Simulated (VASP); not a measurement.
Runs of VASP 6.6.1 on W. The structure is that of space group Fm-3m (No. 225), or close to it. The cells are those of the table. This isn't the form of W at room conditions, which is bcc.

```tsv
task	cell	k mesh	cutoff (eV)	gap on the mesh (eV)	pressure (GPa)
single point	a = 2.841 Å, angles 60.0°, 1 atom	22 × 22 × 22	520	none	(b)
single point	a = 2.803 Å, angles 60.0°, 1 atom	15 × 15 × 15	520	none	14.3
relaxation of cell and atoms	relaxed from a = 2.819 Å, angles 60.0°, 1 atom	14 × 14 × 14	600	none	0.0
single point	a = 2.879 Å, angles 60.0°, 1 atom	15 × 15 × 15	520	none	-10.1
single point	a = 2.841 Å, angles 60.0°, 1 atom	14 × 14 × 14	520	none	1.2
single point	a = 2.841 Å, angles 60.0°, 1 atom	15 × 15 × 15	520	none	0.9
single point	a = 2.951 Å, angles 60.0°, 1 atom	15 × 15 × 15	520	none	-26.5
single point	a = 2.723 Å, angles 60.0°, 1 atom	15 × 15 × 15	520	none	(a)
single point	a = 2.915 Å, angles 60.0°, 1 atom	15 × 15 × 15	520	none	-19.1
single point	a = 2.763 Å, angles 60.0°, 1 atom	15 × 15 × 15	520	none	30.6
```

Alike in all rows: level r2SCAN; potentials or basis VASP PAW PBE potentials, release 64 (W_sv); no spin polarisation; smearing fermi-dirac 0.1 eV.

Task: Fill in the values left out.

Result: (a) 50.5; (b) 1.0.

Caveats: the PAW data sets were made with another functional, which shifts forces and pressure a little; spin-orbit coupling is left out, which moves the levels of the heavy elements; the cell stands under pressure (at least some runs); the cell stands under tension (at least some runs).

A k mesh can miss the band edges, and the runs leave out spin-orbit coupling on W.

A gap of «none» marks levels without a gap at the run's occupations.
